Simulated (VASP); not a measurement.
# Si62B (a cell with a defect) in VASP: a series of runs, part 4 of 4

VASP 6.6.1.

## (6) Single point, LDA, collinear spin, zero start

INCAR reads:

```
SYSTEM = Si62B
PREC = Accurate
ENCUT = 520
EDIFF = 1E-7
ISMEAR = -1
SIGMA = 0.05
LREAL = Auto
LASPH = .True.
NELM = 150
ALGO = Normal
ISIF = 2
LWAVE = .False.
LCHARG = .False.
ISPIN = 2
MAGMOM = 0 0 0 0 0 0 0 0 0 0 0 0 0 0 0 0 0 0 0 0 0 0 0 0 0 0 0 0 0 0 0 0 0 0 0 0 0 0 0 0 0 0 0 0 0 0 0 0 0 0 0 0 0 0 0 0 0 0 0 0 0 0 0
LORBIT = 11
NELECT = 249.0
NBANDS = 166
```

KPOINTS reads:

```
regular mesh
0
Gamma
  1 1 1
  0 0 0
```

POSCAR reads:

```
Si62B
1.0
   10.8600000000      0.0000000000      0.0000000000
    0.0000000000     10.8600000000      0.0000000000
    0.0000000000      0.0000000000     10.8600000000
Si B
62 1
Direct
    0.5027640884      0.0010158379      0.0024591160
    0.6474625230      0.1029476059      0.1312895948
    0.7494107735      0.2476481584      0.0024627993
    0.8751483425      0.3751129834      0.1251467772
    0.8688776243      0.1029547882      0.3528111418
   -0.0096094843     -0.0017589319      0.0099144567
    0.1234448435      0.1246579190      0.1264780847
    0.2496424494      0.2504848066     -0.0017557090
    0.3780528545      0.3723677716      0.1264976059
    0.4999392265      0.5007760589     -0.0017548803
    0.6257609576      0.6269778085      0.1264777164
    0.7521736648      0.7600774401      0.0099565378
    0.2506536832      0.0007784530      0.2506529466
    0.3796574586      0.1239237569      0.3738002762
    0.5099813996      0.2404477901      0.2463711786
    0.6264967772      0.3707788214      0.3738043278
    0.7496453039      0.4997745856      0.2506527624
    0.8738435543      0.6269674954      0.3745255985
    0.5099534991     -0.0034955801      0.4903590239
    0.6264900552      0.1239341621      0.6206729282
    0.7539132597      0.2404945672      0.4903781768
    0.8738044199      0.3724228361      0.6222944751
    0.7496456722      0.0007778085      0.7496559853
    0.8738435543      0.1246568140      0.8768419890
   -0.0013563536      0.5031694291      0.0016545120
    0.1190799263      0.6313492634      0.1279217311
    0.2472665746      0.7517744936      0.0016492634
    0.3753116022      0.8752732965      0.1251464088
   -0.0022034070      0.2476364641      0.2509060773
    0.1249219153      0.3737281768      0.3756642726
    0.2493374770      0.5010791897      0.2509393186
    0.3766845304      0.6254949355      0.3756665746
    0.5027710866      0.7526075506      0.2509022099
    0.6474588398      0.8814934622      0.3528073665
   -0.0022080110      0.0010247698      0.4974951197
    0.1249137201      0.1257794659      0.6235994475
    0.2528356354      0.2491414365      0.4990212707
    0.3751379374      0.3752849908      0.6251593923
    0.5012785451      0.4975942910      0.4990279006
    0.6246476980      0.6255093002      0.6236074586
    0.7494057090      0.7526162983      0.4974995396
    0.8751479742      0.8752740331      0.6249900552
    0.2492964088      0.0010562615      0.7509860037
    0.3766721915      0.1257853591      0.8753694291
    0.5012682320      0.2491578269      0.7474795580
    0.6246435543      0.3737485267      0.8753750460
    0.7493718232      0.5011476980      0.7510134438
    0.8723534991      0.6314285451      0.8813128913
   -0.0095449355      0.7599709945      0.2481039595
    0.1234517495      0.8765891344      0.3745257827
    0.0020687845      0.5007815838      0.5003711786
    0.1239546961      0.6264710866      0.6274480663
    0.2496393186      0.7483597606      0.5003674033
    0.3780200737      0.8766205341      0.6222720074
    0.0020674954      0.2504937385      0.7506495396
    0.1239636280      0.3775576427      0.8763408840
    0.2498967772      0.5005276243      0.7504037753
    0.3728756906      0.6264569982      0.8763351750
    0.4999343462      0.7483622468      0.7506470534
    0.6257621547      0.8765888582      0.8768457643
   -0.0013645488      0.7517875691      0.7530649171
    0.1190318600      0.8780605893      0.8812812155
    0.7622323204     -0.0119107735      0.2378114180
```

Potentials or basis: VASP PAW LDA potentials, release 64 (Si, B).

On the command line:

```bash
$ cat potpaw_LDA.64/Si/POTCAR potpaw_LDA.64/B/POTCAR > POTCAR
$ mpirun -np 1 vasp_gam > vasp.out
```

OUTCAR:

```text
SYSTEM = Si62B
   PREC = Accurate
   ENCUT = 520
   EDIFF = 1E-7
   ISMEAR = -1
   LREAL = Auto
   LASPH = .True.
   NELM = 150
   ISIF = 2
   ISPIN = 2
   LORBIT = 11
   NELECT = 249.0

 ion  position               nearest neighbor table
   1  0.503  0.001  0.002-  60 2.34  28 2.36  44 2.37   2 2.38
   2  0.647  0.103  0.131-  63 2.11   1 2.38   3 2.38  15 2.45
   3  0.749  0.248  0.002-  24 2.34   4 2.36  46 2.37   2 2.38
   4  0.875  0.375  0.125-  25 2.35  17 2.36  29 2.36   3 2.36
   5  0.869  0.103  0.353-  63 2.11  29 2.38  35 2.38  21 2.45
   6  0.990  0.998  0.010-   7 2.36  24 2.36  62 2.37
   7  0.123  0.125  0.126-  29 2.34  13 2.35   6 2.36   8 2.38
   8  0.250  0.250  0.998-  44 2.35  56 2.35   9 2.37   7 2.38
   9  0.378  0.372  0.126-   8 2.37  10 2.37  31 2.39  15 2.41
  10  0.500  0.501  0.998-  46 2.35  58 2.35   9 2.37  11 2.38
  11  0.626  0.627  0.126-  33 2.34  17 2.35  12 2.36  10 2.38
  12  0.752  0.760  0.010-  11 2.36  60 2.36  48 2.37
[... 722 lines left out ...]
      1.29269      9.53574      9.57071         0.104680     -0.035863     -0.104443
      8.27784     10.73065      2.58263        -1.131040      1.136959      1.148718
 -----------------------------------------------------------------------------------
    total drift:                               -0.010952      0.006486      0.008256

  FREE ENERGIE OF THE ION-ELECTRON SYSTEM (eV)
  ---------------------------------------------------
  free  energy   TOTEN  =      -377.0409048987 eV

  energy  without entropy=     -376.9064732211  energy(sigma->0) =     -376.97368906

 total charge

# of ion       s       p       d       tot
------------------------------------------
    1        0.747   0.948   0.000   1.695
    2        0.747   0.901   0.000   1.648
    3        0.747   0.948   0.000   1.695
    4        0.746   0.953   0.000   1.699
    5        0.747   0.901   0.000   1.648
    6        0.792   0.831   0.000   1.623
[... 55 lines left out ...]
   62        0.750   0.933   0.000   1.683
   63        0.666   0.965   0.000   1.631
--------------------------------------------------
tot         47.232  58.862   0.000 106.095

 magnetization (x)

# of ion       s       p       d       tot
------------------------------------------
    1       -0.000   0.000   0.000  -0.000
    2       -0.000   0.000   0.000   0.000
    3       -0.000  -0.000   0.000  -0.000
    4        0.000   0.000   0.000   0.000
    5        0.000   0.000   0.000   0.000
    6        0.000   0.000   0.000   0.000
[... 55 lines left out ...]
   62       -0.000   0.000   0.000   0.000
   63        0.000  -0.000   0.000   0.000
--------------------------------------------------
tot         -0.000  -0.000   0.000  -0.000
```

stdout:

```text
POSCAR found type information on POSCAR SiB
 POSCAR found :  2 types and      63 ions
 scaLAPACK will be used
 LDA part: xc-table for (Slater(with rela. corr.)+CA(PZ))
 , standard interpolation
 POSCAR, INCAR and KPOINTS ok, starting setup
 FFT: planning ... GRIDC
 FFT: planning ... GRID_SOFT
 FFT: planning ... GRID
 WAVECAR not read
 entering main loop
 the old and the new charge density differ
 old charge density:   251.00000 new  249.00000
    0.277E+01
```

Run time: 4.9 min. Hardware: 1 thread of Intel Xeon 6975P-C (Granite Rapids), shared host; peak memory 0.92 GiB.

What came out:

```yaml
Free_energy: -377.0409 eV
Largest_force: 1.973 eV/Å
Net_moment: 0.00 μB per cell
Valence_electrons_inside_the_program's_atomic_spheres: Si 1.70, 1.65, 1.62, 1.69, 1.67, 1.68 (each value once); B 1.63
```

Forces on the atoms (eV/Å):
```
Si   0.028  0.011  0.025
Si   0.018 -0.016  0.098
Si  -0.010 -0.026  0.025
Si  -0.007 -0.011  0.005
Si  -0.099 -0.022 -0.023
Si   0.293 -0.020 -0.292
Si   0.005 -0.003  0.021
Si   0.018 -0.011 -0.012
Si   0.013 -0.013  0.023
Si   0.011 -0.018 -0.012
Si   0.003 -0.006  0.021
Si   0.023 -0.292 -0.292
Si   0.018 -0.014 -0.015
Si  -0.007  0.005  0.006
Si  -0.014  0.015 -0.012
Si  -0.006  0.007  0.006
Si   0.013 -0.019 -0.012
Si  -0.020 -0.006 -0.004
Si  -0.013 -0.012  0.013
Si  -0.006  0.006  0.007
Si   0.011  0.013  0.013
Si  -0.023 -0.014 -0.014
Si   0.014 -0.012 -0.019
Si  -0.020 -0.004 -0.006
Si   0.013 -0.046 -0.014
Si   0.105 -0.104 -0.036
Si   0.045 -0.014 -0.014
Si   0.008  0.003  0.005
Si  -0.025 -0.027  0.010
Si  -0.007 -0.019 -0.037
Si   0.042 -0.043  0.013
Si   0.017  0.008 -0.036
Si   0.028  0.026  0.011
Si   0.019  0.098 -0.020
Si  -0.026  0.010 -0.028
Si  -0.008 -0.037 -0.018
Si   0.002 -0.007 -0.007
Si  -0.001 -0.003 -0.002
Si   0.006 -0.003 -0.007
Si   0.037  0.008 -0.019
Si  -0.010  0.027 -0.028
Si  -0.007  0.003 -0.010
Si   0.042  0.013 -0.043
Si   0.017 -0.037  0.008
Si   0.006 -0.007 -0.003
Si   0.037 -0.019  0.008
Si  -0.013 -0.043 -0.043
Si   0.037 -0.104 -0.104
Si   0.293 -0.291 -0.019
Si   0.004  0.021 -0.004
Si   0.014 -0.017 -0.011
Si   0.006 -0.005 -0.020
Si   0.018 -0.012 -0.010
Si   0.013  0.023 -0.013
Si   0.014 -0.010 -0.017
Si   0.006 -0.020 -0.005
Si   0.005 -0.003 -0.005
Si   0.020 -0.006 -0.006
Si   0.011 -0.012 -0.017
Si   0.004  0.021 -0.006
Si   0.013 -0.013 -0.046
Si   0.105 -0.036 -0.104
B   -1.131  1.137  1.149
```

Levels at points of the mesh, in eV from the Fermi level:
Spin up:
```tsv
k point	band 121	band 122	band 123	band 124	band 125	band 126	band 127	band 128	band 129	band 130
(0.00, 0.00, 0.00)	-0.85	-0.85	-0.09	-0.09	-0.07	0.67	0.67	0.89	0.89	0.92
```
Spin down:
```tsv
k point	band 122	band 123	band 124	band 125	band 126	band 127	band 128	band 129
(0.00, 0.00, 0.00)	-0.85	-0.09	-0.09	-0.07	0.67	0.67	0.89	0.89
```

Caveat: the k points lie up to 0.58 Å⁻¹ apart; the cell carries a net charge on a neutralising background, which shifts energy and pressure; the cell is charged against a uniform background, so pressure and absolute levels hang on convention; no moment was typed at the start, so none could form.
